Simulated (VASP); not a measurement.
A run of VASP 6.6.1 is set up as follows.

The input INCAR:

```
SYSTEM = ScAl3
PREC = Accurate
ENCUT = 520
EDIFF = 1E-6
ISMEAR = 0
SIGMA = 0.1
LREAL = .False.
LASPH = .True.
NELM = 150
ALGO = Fast
ISIF = 2
LWAVE = .False.
LCHARG = .True.
ISPIN = 2
MAGMOM = 1 0 0 0
LORBIT = 11
LMAXMIX = 4
GGA = PE
LELF = .True.
LVHAR = .True.
NBANDS = 22
```

File KPOINTS:

```
regular mesh
0
Gamma
  4 4 4
  0 0 0
```

POSCAR

```
ScAl3
1.0
    4.0878067000      0.0000000000      0.0000000000
    0.0000000000      4.0878067000      0.0000000000
    0.0000000000      0.0000000000      4.0878067000
Sc Al
1 3
Direct
    0.0000000000      0.0000000000      0.0000000000
    0.5000000000      0.0000000000      0.5000000000
    0.0000000000      0.5000000000      0.5000000000
    0.5000000000      0.5000000000      0.0000000000
```

Potentials or basis: VASP PAW PBE potentials, release 64 (Sc_sv, Al).

Command:

```bash
$ cat potpaw_PBE.64/Sc_sv/POTCAR potpaw_PBE.64/Al/POTCAR > POTCAR
$ mpirun -np 1 vasp_std > vasp.out
```

(1) Predict the pressure.

(2) What does it give for the band gap on the k mesh?

Results:

(1) 1.4 GPa.

(2) zero (filled and empty bands overlap).

Caveat: the k points lie up to 0.38 Å⁻¹ apart.
